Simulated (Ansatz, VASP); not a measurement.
**Sb in VASP and in Ansatz**

INCAR

```
SYSTEM = Sb
  PREC = Accurate
  ENCUT = 500
  EDIFF = 1E-7
  ISMEAR = 0
  SIGMA = 0.1
  LREAL = .False.
  LASPH = .True.
  NELM = 120
  ALGO = Normal
  ISIF = 3
  LWAVE = .False.
  LCHARG = .False.
  GGA = PS
  IBRION = 2
  NSW = 90
  EDIFFG = -0.04
  GGA_COMPAT = .False.
  NELMIN = 4
```

File KPOINTS:

```
regular mesh
0
Gamma
  8 8 8
  0 0 0
```

Contents of POSCAR:

```
Sb
1.0
   -1.7227677635      1.7227677635      2.6209398324
    1.7227677635     -1.7227677635      2.6209398324
    1.7227677635      1.7227677635     -2.6209398324
Sb
1
Direct
    0.0000000000      0.0000000000      0.0000000000
```

Input for Ansatz:

```yaml
crystal:
  lattice:
    - [-1.7227677635, 1.7227677635, 2.6209398324]
    - [1.7227677635, -1.7227677635, 2.6209398324]
    - [1.7227677635, 1.7227677635, -2.6209398324]
  atoms:
    - { symbol: Sb, position: [0.0, 0.0, 0.0] }
basis:
  ecutwfc: 420
kpoints:
  mp_grid: { grid: [8, 8, 8] }
hamiltonian:
  xc: pbesol
scf:
  occupations: { method: gaussian, width: 0.1 }
  lower_state_search: "off"
output:
  forces: true
  stress: true
  eigenvalues: true
relax:
  adjacent_minimum: "off"
  f_tol: 0.04
  max_steps: 70
  cell: { stress_tol: 0.4 }
```

Alike in both runs: task relaxation of cell and atoms; functional PBEsol; k mesh 8 × 8 × 8; occupations gaussian, width 0.1 eV; no spin polarisation.

```csv
,VASP,Ansatz
version,VASP 6.6.1,Ansatz 0.2.0
potentials or method,"VASP PAW PBE potentials, release 64 (Sb_d_GW), cutoff 500 eV","scalar-relativistic, plane waves, PAW"
valence electrons in the cell,15,15
```

VASP gave:

```
gap on the k mesh at the Fermi level, each at its own relaxed structure (eV)  : none
relaxed volume (Å³/atom)                                                      : 26.66
relaxed length of the cell vector where the two differ most in proportion (Å) : 3.542
```

Question: What did Ansatz give for the same quantities?

Answer: gap on the k mesh at the Fermi level, each at its own relaxed structure (eV): none; relaxed volume (Å³/atom): 26.81; relaxed length of the cell vector where the two differ most in proportion (Å): 3.582.

VASP's potentials were made for PBE, not for PBEsol. A gap of «none» marks a metal or a gap that the smearing closes.

Spin-orbit coupling is off throughout.
